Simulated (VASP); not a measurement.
A run of VASP 6.6.1 is set up as follows.

INCAR

```
SYSTEM = Sn
PREC = Accurate
ENCUT = 600
EDIFF = 1E-6
ISMEAR = 0
SIGMA = 0.1
LREAL = .FALSE.
LASPH = .TRUE.
NELM = 60
ALGO = Fast
ISIF = 3
LWAVE = .FALSE.
LCHARG = .FALSE.
GGA = PS
IBRION = 2
NSW = 80
EDIFFG = -0.01
```

File KPOINTS:

```
regular mesh
0
G
  12 12 12
  0 0 0
```

Contents of POSCAR:

```
Sn
1.0
    0.0000000000      3.2703665566      3.2703665566
    3.2703665566      0.0000000000      3.2703665566
    3.2703665566      3.2703665566      0.0000000000
Sn
2
Direct
    0.5000000000      0.5000000000      0.5000000000
    0.7500000000      0.7500000000      0.7500000000
```

Potentials or basis: VASP PAW PBE potentials, release 64 (Sn_d).

Launch:

```console
$ cat potpaw_PBE.64/Sn_d/POTCAR > POTCAR
$ mpirun -np 1 vasp_std > vasp.out
```

Task: Estimate the space group after relaxing (to 0.1 Å).

Result: Fd-3m (No. 227).

Task: Estimate the relaxed volume.

Result: 34.93 Å³/atom.

Task: Predict the relaxed cell.

Result: a = 4.623 Å, b = 4.623 Å, c = 4.623 Å, α = 60.00°, β = 60.00°, γ = 60.00°.

Final structure:
```cif
data_structure
_symmetry_space_group_name_H-M 'P 1'
_symmetry_Int_Tables_number 1
_cell_length_a 4.6227
_cell_length_b 4.6227
_cell_length_c 4.6227
_cell_angle_alpha 60.000
_cell_angle_beta 60.000
_cell_angle_gamma 60.000
_cell_volume 69.85
loop_
_atom_site_label
_atom_site_type_symbol
_atom_site_fract_x
_atom_site_fract_y
_atom_site_fract_z
_atom_site_occupancy
Sn1 Sn 0.50000 0.50000 0.50000 1
Sn2 Sn 0.75000 0.75000 0.75000 1
```

Caveat: the PAW data sets were made with another functional, which shifts forces and pressure a little.
